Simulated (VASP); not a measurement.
# F2 in VASP: notebook

F2 is run at these levels: PBEsol; tasks: single point, relaxation of the atoms.

Everything below comes from runs of VASP 6.6.1. Logs are shortened: lines on timing, memory, paths and dates and some standing lists are left out, and cuts for length are marked.

## Step 1: The cell of the first run

The cell holds a molecule in a box, 2 atoms: a = 9.000 Å, b = 9.500 Å, c = 10.000 Å, α = 90.00°, β = 90.00°, γ = 90.00°.

## Step 2: Single point, PBEsol

The input, INCAR:

```
ALGO     = Normal         # electronic algorithm
EDIFF    = 1E-6           # SCF threshold, eV
ENCUT    = 520            # plane-wave cutoff, eV
GGA      = PS             # functional
ISIF     = 2              # what is computed and relaxed
ISMEAR   = -1             # smearing method
LASPH    = True           # aspherical terms in the spheres
LCHARG   = False          # write CHGCAR
LREAL    = False          # projectors in reciprocal space
LWAVE    = False          # write WAVECAR
NBANDS   = 14             # bands
NELM     = 80             # most SCF steps
PREC     = Accurate       # precision mode
SIGMA    = 0.02           # smearing width, eV
```

The input, KPOINTS:

```
k-points
0
Gamma
  1 1 1
```

The input, POSCAR:

```
F
1.0
    9.0000000000      0.0000000000      0.0000000000
    0.0000000000      9.5000000000      0.0000000000
    0.0000000000      0.0000000000     10.0000000000
F
2
Direct
    0.5000000000      0.5000000000      0.4301053929
    0.5000000000      0.5000000000      0.5698946071
```

Potentials or basis: VASP PAW PBE potentials, release 64 (F).

The run is started by

```sh
$ cat potpaw_PBE.64/F/POTCAR > POTCAR
$ mpirun -np 1 vasp_gam > vasp.out
```

OUTCAR:

```text
EDIFF = 1E-6
   ENCUT = 520
   GGA = PS
   ISIF = 2
   ISMEAR = -1
   LASPH = True
   LREAL = False
   NELM = 80
   PREC = Accurate

 ion  position               nearest neighbor table
   1  0.500  0.500  0.430-   2 1.40
   2  0.500  0.500  0.570-   1 1.40

  LATTYP: Found a simple orthorhombic cell.
 ALAT       =     9.0000000000
 B/A-ratio  =     1.0555555556
 C/A-ratio  =     1.1111111111

  Lattice vectors:

 A1 = (   9.0000000000,   0.0000000000,   0.0000000000)
 A2 = (   0.0000000000,   9.5000000000,   0.0000000000)
 A3 = (   0.0000000000,   0.0000000000,  10.0000000000)

Analysis of symmetry for initial positions (statically):
=====================================================================
 Subroutine PRICEL returns:
 Original cell was already a primitive cell.

 Routine SETGRP: Setting up the symmetry group for a
 simple orthorhombic supercell.

 Subroutine GETGRP returns: Found  8 space group operations
 (whereof  8 operations were pure point group operations)
 out of a pool of  8 trial point group operations.

The static configuration has the point symmetry D_2h.

Analysis of symmetry for dynamics (positions and initial velocities):
=====================================================================
 Subroutine PRICEL returns:
 Original cell was already a primitive cell.

 Routine SETGRP: Setting up the symmetry group for a
 simple orthorhombic supercell.

 Subroutine GETGRP returns: Found  8 space group operations
 (whereof  8 operations were pure point group operations)
 out of a pool of  8 trial point group operations.

The dynamic configuration has the point symmetry D_2h.

 Subroutine INISYM returns: Found  8 space group operations
 (whereof  8 operations are pure point group operations),
 and found     1 'primitive' translations

----------------------------------------------------------------------------------------

                                     Primitive cell

  volume of cell :     855.0000

  direct lattice vectors                    reciprocal lattice vectors
     9.000000000  0.000000000  0.000000000     0.111111111  0.000000000  0.000000000
     0.000000000  9.500000000  0.000000000     0.000000000  0.105263158  0.000000000
     0.000000000  0.000000000 10.000000000     0.000000000  0.000000000  0.100000000

  length of vectors
[... 57 lines left out ...]
   NELM   =     80;   NELMIN=  2; NELMDL= -5     # of ELM steps
   EDIFF  = 0.1E-05   stopping-criterion for ELM
   LREAL  =      F    real-space projection
   EDIFFG = 0.1E-04   stopping-criterion for IOM
   NSW    =      0    number of steps for IOM
   IBRION =     -1    ionic relax: 0-MD 1-quasi-New 2-CG
   NFREE  =      0    steps in history (QN), initial steepest desc. (CG)
   ISIF   =      2    stress and relaxation
   ISYM   =      2    0-nonsym 1-usesym 2-fastsym
   POTIM  = 0.5000    time-step for ionic-motion
   TEBEG  =    0.0;   TEEND  =   0.0 temperature during run
   PSTRESS=    0.0 pullay stress
   NELECT =      14.0000    total number of electrons
   NUPDOWN=      -1.0000    fix difference up-down
   EMIN   =  10.00;   EMAX   =-10.00  energy-range for DOS
   EFERMI =   0.00;   METHOD = LEGACY
   ISMEAR =    -1;   SIGMA  =   0.02  broadening in eV -4-tet -1-fermi 0-gaus
   EFERMI_NEDOS =   21; number of points for ismear=-14 and -15
   IALGO  =     38    algorithm
   IMIX   =      4    mixing-type and parameters
     AMIX     =   0.40;   BMIX     =  1.00
     AMIX_MAG =   1.60;   BMIX_MAG =  1.00
  volume/ion in A,a.u.               =     427.50      2884.91
  Fermi-wavevector in a.u.,A,eV,Ry     =   0.415715  0.785587  2.351342  0.172819
  Thomas-Fermi vector in A             =   1.374838
   LORBIT       =      0    0 simple, 1 ext, 2 COOP (PROOUT), +10 PAW based schemes
   GGA     = PS    functional components
   LHFCALC =     F    Hartree Fock is set to
   AEXX    =    0.0000 exact exchange contribution
   IVDW    =     0    specifies the selected vdW correction
   LEPSILON=     F    determine dielectric tensor
   LRPA    =     F    only Hartree local field effects (RPA)
 non-spin polarized calculation
  energy-cutoff  :      520.00
  volume of cell :      855.00
 maximum number of plane-waves:     11510
 NGX is ok and might be reduce to    70
   NGX = 33   NGY = 35   NGZ = 37

 number of electron      13.9999997 magnetization

 Free energy of the ion-electron system (eV)
  ---------------------------------------------------
  ext. energy  EPLUGINS =         0.00000000
  ---------------------------------------------------
  free energy    TOTEN  =        -3.86410383 eV

  energy without entropy =       -3.86410383  energy(sigma->0) =       -3.86410383

 E-fermi :  -8.6575     XC(G=0):  -0.6017

 val. band max:       -9.1743485416   @ k =   0.0000   0.0000   0.0000
 cond. band min:      -5.5141302875   @ k =   0.0000   0.0000   0.0000
 fundamental gap:      3.6602182541
 Fermi energy:        -8.6575145277

 k-point     1 :       0.0000    0.0000    0.0000
  band No.  band energies     occupation
      1     -34.0194      2.00000
      2     -27.2958      2.00000
      3     -15.3502      2.00000
      4     -12.7337      2.00000
      5     -12.7336      2.00000
      6      -9.1744      2.00000
      7      -9.1743      2.00000
      8      -5.5141      0.00000
      9      -0.2632      0.00000
     10       1.2301      0.00000
     11       1.2856      0.00000
     12       1.3872      0.00000
     13       1.5388      0.00000
     14       1.5565      0.00000

------------------------ aborting loop because EDIFF is reached ----------------------------------------

  FORCE on cell =-STRESS in cart. coord.  units (eV):
  Direction    XX          YY          ZZ          XY          YZ          ZX
  --------------------------------------------------------------------------------------
  -------------------------------------------------------------------------------------
  Total       -0.1222792     -0.1207560      0.5260293      0.0000000      0.0000000      0.0000000
  in kB       -0.2291379     -0.2262836      0.9857219      0.0000000      0.0000000      0.0000000
  external PRESSURE =       0.1767668 kB  Pullay stress =       0.0000000 kB

 VOLUME and BASIS-vectors are now :
 -----------------------------------------------------------------------------
  energy-cutoff  :      520.00
  volume of cell :      855.00
      direct lattice vectors                 reciprocal lattice vectors
     9.000000000  0.000000000  0.000000000     0.111111111  0.000000000  0.000000000
     0.000000000  9.500000000  0.000000000     0.000000000  0.105263158  0.000000000
     0.000000000  0.000000000 10.000000000     0.000000000  0.000000000  0.100000000

 POSITION                                       TOTAL-FORCE (eV/Angst)
 -----------------------------------------------------------------------------------
      4.50000      4.75000      4.30105         0.000000      0.000000     -0.447707
      4.50000      4.75000      5.69895         0.000000      0.000000      0.447707
 -----------------------------------------------------------------------------------
    total drift:                                0.000000      0.000000      0.000000

  FREE ENERGIE OF THE ION-ELECTRON SYSTEM (eV)
  ---------------------------------------------------
  free  energy   TOTEN  =        -3.8641038338 eV

  energy  without entropy=       -3.8641038338  energy(sigma->0) =       -3.86410383
```

Run time: 24 s. Hardware: 1 thread of Intel Xeon 6975P-C (Granite Rapids), shared host; peak memory 0.75 GiB.

Results:

* Free energy: -3.8641 eV
* Largest force: 0.448 eV/Å
* Gap between the frontier levels: 3.66 eV

Forces on the atoms (eV/Å):
```
F    0.000  0.000 -0.448
F    0.000  0.000  0.448
```

Levels at points of the mesh, in eV from the valence-band top:
```tsv
k point	band 4	band 5	band 6	band 7	band 8	band 9	band 10	band 11
(0.00, 0.00, 0.00)	-3.56	-3.56	0.00	0.00	3.66	8.91	10.40	10.46
```

Caveat: the PAW data sets were made with another functional, which shifts forces and pressure a little.

## Step 3: Relaxation of the atoms, PBEsol

The input, INCAR:

```
ALGO = Normal ; EDIFF = 1E-7
EDIFFG = -0.02 ; ENCUT = 520
GGA = PS ; IBRION = 2
ISIF = 2 ; ISMEAR = -1
LASPH = True ; LCHARG = False
LREAL = False ; LWAVE = False
NELM = 100 ; NSW = 80
PREC = Accurate ; SIGMA = 0.02
```

KPOINTS is that of step 2.

The input, POSCAR:

```
F
1.0
    9.0000000000      0.0000000000      0.0000000000
    0.0000000000      9.5000000000      0.0000000000
    0.0000000000      0.0000000000     10.0000000000
F
2
Direct
    0.5000000000      0.5000000000      0.4290000000
    0.5000000000      0.5000000000      0.5710000000
```

Potentials or basis: VASP PAW PBE potentials, release 64 (F).

The run is started by

```sh
$ cat potpaw_PBE.64/F/POTCAR > POTCAR
$ mpirun -np 1 vasp_gam > vasp.out
```

Wall time 63 s (1 thread of Intel Xeon 6975P-C (Granite Rapids), shared host); peak memory 0.78 GiB.

It converged, with:

* Free energy: -3.8667 eV
* Energy gained by relaxing: 1.0 meV/atom
* Ionic steps: 3
* Gap between the frontier levels: 3.51 eV

The path:
```csv
step,energy change (eV),largest force (eV/Å),pressure (GPa)
1,0.0000,0.3810,-0.05
2,0.0115,1.0617,0.07
3,-0.0020,0.0004,-0.02
```

Final structure:
```xyz
2
Lattice="9.0000 0.0000 0.0000 0.0000 9.5000 0.0000 0.0000 0.0000 10.0000" Properties=species:S:1:pos:R:3 pbc="T T T"
F     4.5000    4.7500    4.2953
F     4.5000    4.7500    5.7047
```

Levels at points of the mesh, in eV from the valence-band top:
```
           k point  band 3  band 4  band 5  band 6  band 7  band 8  band 9  band 10  band 11
(0.00, 0.00, 0.00)   -6.08   -3.45   -3.45    0.00    0.00    3.51    8.96    10.46    10.52
```

Caveat: the PAW data sets were made with another functional, which shifts forces and pressure a little.

## Step 4: Single point, PBEsol

The input, INCAR:

```
ALGO     = Normal         # electronic algorithm
EDIFF    = 1E-6           # SCF threshold, eV
ENCUT    = 910            # plane-wave cutoff, eV
GGA      = PS             # functional
GGA_COMPAT= False        
ISIF     = 2              # what is computed and relaxed
ISMEAR   = -1             # smearing method
LASPH    = True           # aspherical terms in the spheres
LCHARG   = False          # write CHGCAR
LREAL    = False          # projectors in reciprocal space
LWAVE    = False          # write WAVECAR
NBANDS   = 14             # bands
NELM     = 120            # most SCF steps
NELMDL   = -8           
PREC     = Accurate       # precision mode
SIGMA    = 0.02           # smearing width, eV
```

KPOINTS is that of step 3.

The input, POSCAR:

```
F
1.0
    9.0000000000      0.0000000000      0.0000000000
    0.0000000000      9.5000000000      0.0000000000
    0.0000000000      0.0000000000     10.0000000000
F
2
Direct
    0.5000000000      0.5000000000      0.4301053929
    0.5000000000      0.5000000000      0.5698946071
```

Potentials or basis: VASP PAW PBE potentials, release 64 (F_h).

The run is started by

```sh
$ cat potpaw_PBE.64/F_h/POTCAR > POTCAR
$ mpirun -np 1 vasp_gam > vasp.out
```

OUTCAR:

```text
EDIFF = 1E-6
   ENCUT = 910
   GGA = PS
   ISIF = 2
   ISMEAR = -1
   LASPH = True
   LREAL = False
   NELM = 120
   NELMDL = -8
   PREC = Accurate

 ion  position               nearest neighbor table
   1  0.500  0.500  0.430-   2 1.40
   2  0.500  0.500  0.570-   1 1.40

  LATTYP: Found a simple orthorhombic cell.
 ALAT       =     9.0000000000
 B/A-ratio  =     1.0555555556
 C/A-ratio  =     1.1111111111

  Lattice vectors:

 A1 = (   9.0000000000,   0.0000000000,   0.0000000000)
 A2 = (   0.0000000000,   9.5000000000,   0.0000000000)
 A3 = (   0.0000000000,   0.0000000000,  10.0000000000)

Analysis of symmetry for initial positions (statically):
=====================================================================
 Subroutine PRICEL returns:
 Original cell was already a primitive cell.

 Routine SETGRP: Setting up the symmetry group for a
 simple orthorhombic supercell.

 Subroutine GETGRP returns: Found  8 space group operations
 (whereof  8 operations were pure point group operations)
 out of a pool of  8 trial point group operations.

The static configuration has the point symmetry D_2h.

Analysis of symmetry for dynamics (positions and initial velocities):
=====================================================================
 Subroutine PRICEL returns:
 Original cell was already a primitive cell.

 Routine SETGRP: Setting up the symmetry group for a
 simple orthorhombic supercell.

 Subroutine GETGRP returns: Found  8 space group operations
 (whereof  8 operations were pure point group operations)
 out of a pool of  8 trial point group operations.

The dynamic configuration has the point symmetry D_2h.

 Subroutine INISYM returns: Found  8 space group operations
 (whereof  8 operations are pure point group operations),
 and found     1 'primitive' translations

----------------------------------------------------------------------------------------

[... 87 lines left out ...]
     AMIX     =   0.40;   BMIX     =  1.00
     AMIX_MAG =   1.60;   BMIX_MAG =  1.00
  volume/ion in A,a.u.               =     427.50      2884.91
  Fermi-wavevector in a.u.,A,eV,Ry     =   0.415715  0.785587  2.351342  0.172819
  Thomas-Fermi vector in A             =   1.374838
   LORBIT       =      0    0 simple, 1 ext, 2 COOP (PROOUT), +10 PAW based schemes
   GGA     = PS    functional components
   LHFCALC =     F    Hartree Fock is set to
   AEXX    =    0.0000 exact exchange contribution
   IVDW    =     0    specifies the selected vdW correction
   LEPSILON=     F    determine dielectric tensor
   LRPA    =     F    only Hartree local field effects (RPA)
 non-spin polarized calculation
  energy-cutoff  :      910.00
  volume of cell :      855.00
 maximum number of plane-waves:     26640
 NGX is ok and might be reduce to    90
   NGX = 45   NGY = 47   NGZ = 49

 number of electron      14.0000001 magnetization

 Free energy of the ion-electron system (eV)
  ---------------------------------------------------
  ext. energy  EPLUGINS =         0.00000000
  ---------------------------------------------------
  free energy    TOTEN  =        -3.95175706 eV

  energy without entropy =       -3.95175706  energy(sigma->0) =       -3.95175706

 E-fermi :  -8.6242     XC(G=0):  -0.6005

 val. band max:       -9.1460705382   @ k =   0.0000   0.0000   0.0000
 cond. band min:      -5.4076788181   @ k =   0.0000   0.0000   0.0000
 fundamental gap:      3.7383917201
 Fermi energy:        -8.6242337049

 k-point     1 :       0.0000    0.0000    0.0000
  band No.  band energies     occupation
      1     -33.9459      2.00000
      2     -27.2836      2.00000
      3     -15.3377      2.00000
      4     -12.7102      2.00000
      5     -12.7101      2.00000
      6      -9.1461      2.00000
      7      -9.1461      2.00000
      8      -5.4077      0.00000
      9      -0.2416      0.00000
     10       1.2509      0.00000
     11       1.3074      0.00000
     12       1.4099      0.00000
     13       1.5600      0.00000
     14       1.5793      0.00000

------------------------ aborting loop because EDIFF is reached ----------------------------------------

  FORCE on cell =-STRESS in cart. coord.  units (eV):
  Direction    XX          YY          ZZ          XY          YZ          ZX
  --------------------------------------------------------------------------------------
  -------------------------------------------------------------------------------------
  Total       -0.2314948     -0.2250313     -0.0906220      0.0000000      0.0000000      0.0000000
  in kB       -0.4337961     -0.4216843     -0.1698158      0.0000000      0.0000000      0.0000000
  external PRESSURE =      -0.3417654 kB  Pullay stress =       0.0000000 kB

 VOLUME and BASIS-vectors are now :
 -----------------------------------------------------------------------------
  energy-cutoff  :      910.00
  volume of cell :      855.00
      direct lattice vectors                 reciprocal lattice vectors
     9.000000000  0.000000000  0.000000000     0.111111111  0.000000000  0.000000000
     0.000000000  9.500000000  0.000000000     0.000000000  0.105263158  0.000000000
     0.000000000  0.000000000 10.000000000     0.000000000  0.000000000  0.100000000

 POSITION                                       TOTAL-FORCE (eV/Angst)
 -----------------------------------------------------------------------------------
      4.50000      4.75000      4.30105         0.000000      0.000000     -0.040482
      4.50000      4.75000      5.69895         0.000000      0.000000      0.040482
 -----------------------------------------------------------------------------------
    total drift:                                0.000000     -0.000000      0.000000

  FREE ENERGIE OF THE ION-ELECTRON SYSTEM (eV)
  ---------------------------------------------------
  free  energy   TOTEN  =        -3.9517570615 eV

  energy  without entropy=       -3.9517570614  energy(sigma->0) =       -3.95175706
```

stdout:

```text
POSCAR found type information on POSCAR F
 POSCAR found :  1 types and       2 ions
 scaLAPACK will be used
 -----------------------------------------------------------------------------
|                                                                             |
|                                                                             |
|     You enforced a specific xc type in the INCAR file but a different       |
|     I HOPE YOU KNOW WHAT YOU ARE DOING!                                     |
|                                                                             |
 -----------------------------------------------------------------------------

 LDA part: xc-table for (Slater+PW92), standard interpolation
 POSCAR, INCAR and KPOINTS ok, starting setup
 FFT: planning ... GRIDC
 FFT: planning ... GRID_SOFT
 FFT: planning ... GRID
 WAVECAR not read
 entering main loop
```

Run time: 2.8 min. Hardware: 1 thread of AMD EPYC 7R13 (Zen 3), shared host; peak memory 1.2 GiB.

Results:

```
Free energy                     : -3.9518 eV
Largest force                   : 0.040 eV/Å
Gap between the frontier levels : 3.74 eV
```

Forces in eV/Å, atoms in the order of the input:
```
F    0.000  0.000 -0.040
F    0.000  0.000  0.040
```

Caveat: the cutoff is under 1.25 times the usual one of these potentials, so pressure, stress and relaxed cells hold a basis-set (Pulay) error; the PAW data sets were made with another functional, which shifts forces and pressure a little.

## Step 5: Overview

| task | potentials or basis | cell | cutoff (eV) | second run | gap on the mesh (eV) | largest force (eV/Å) |
| --- | --- | --- | --- | --- | --- | --- |
| single point | VASP PAW PBE potentials, release 64 (F) | as given | 520 | - | 3.66 | 0.45 |
| relaxation of the atoms | VASP PAW PBE potentials, release 64 (F) | atoms relaxed | 520 | - | 3.51 | - |
| single point | VASP PAW PBE potentials, release 64 (F_h) | as given | 910 | hard_potentials | 3.74 | 0.04 |

Alike in all rows: level PBEsol; no spin polarisation; k mesh 1 × 1 × 1; smearing fermi-dirac 0.02 eV.

Caveats: the PAW data sets were made with another functional, which shifts forces and pressure a little; the cutoff is under 1.25 times the usual one of these potentials, so pressure, stress and relaxed cells hold a basis-set (Pulay) error (some runs).

Total energies depend on the potentials used, so only differences within one code and one set of settings carry meaning.
